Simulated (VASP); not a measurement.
Set up this calculation in VASP 6.6.1, as the native input.

| Property | Result |
| --- | --- |
| Task | single point |
| Functional | BLYP |
| Potentials or basis | VASP PAW PBE potentials, release 64 (Sn_d) |
| Cutoff | 520 eV |
| k mesh | 13 × 13 × 13 |
| Occupations | fermi-dirac, width 0.1 eV |
| Spin | no spin polarisation |
| Dipole correction | no |
| Further INCAR settings | ALGO = Normal; EDIFF = 1e-06; NBANDS = 13 |

The structure of Sn lies in POSCAR:

```
Sn
1.0
   -1.9957734571      1.9957734571      1.9957734571
    1.9957734571     -1.9957734571      1.9957734571
    1.9957734571      1.9957734571     -1.9957734571
Sn
1
Direct
    0.0000000000      0.0000000000      0.0000000000
```

This isn't the form of Sn at room conditions, which is tetragonal (white tin).

One way to write it, as run:

INCAR

```
PREC = Accurate ; ENCUT = 520
EDIFF = 1E-6 ; ISMEAR = -1
SIGMA = 0.1 ; LREAL = F
LASPH = T ; NELM = 80
ALGO = Normal ; ISIF = 2
LWAVE = F ; LCHARG = T
GGA = B5 ; ALDAX = 1.0
AGGAX = 1.0 ; AGGAC = 1.0
ALDAC = 0.0 ; LELF = T
LVHAR = T ; NBANDS = 13
```

KPOINTS

```
regular mesh
0
Gamma
  13 13 13
```

Potentials or basis: VASP PAW PBE potentials, release 64 (Sn_d).

Command:

```bash
$ cat potpaw_PBE.64/Sn_d/POTCAR > POTCAR
$ mpirun -np 1 vasp_std > vasp.out
```

It gave:

```yaml
Pressure: -1.2 GPa
Band_gap_on_the_k_mesh: zero (bands 7 and 8 overlap by 8.15 eV)
```

Caveat: the PAW data sets were made with another functional, which shifts forces and pressure a little; spin-orbit coupling is left out, which moves the levels of the heavy elements.

It took 37 s on 1 thread of Intel(R) Xeon(R) Platinum 8259CL CPU @ 2.50GHz (Skylake/Cascade Lake), on a shared host, peak memory 0.17 GiB.
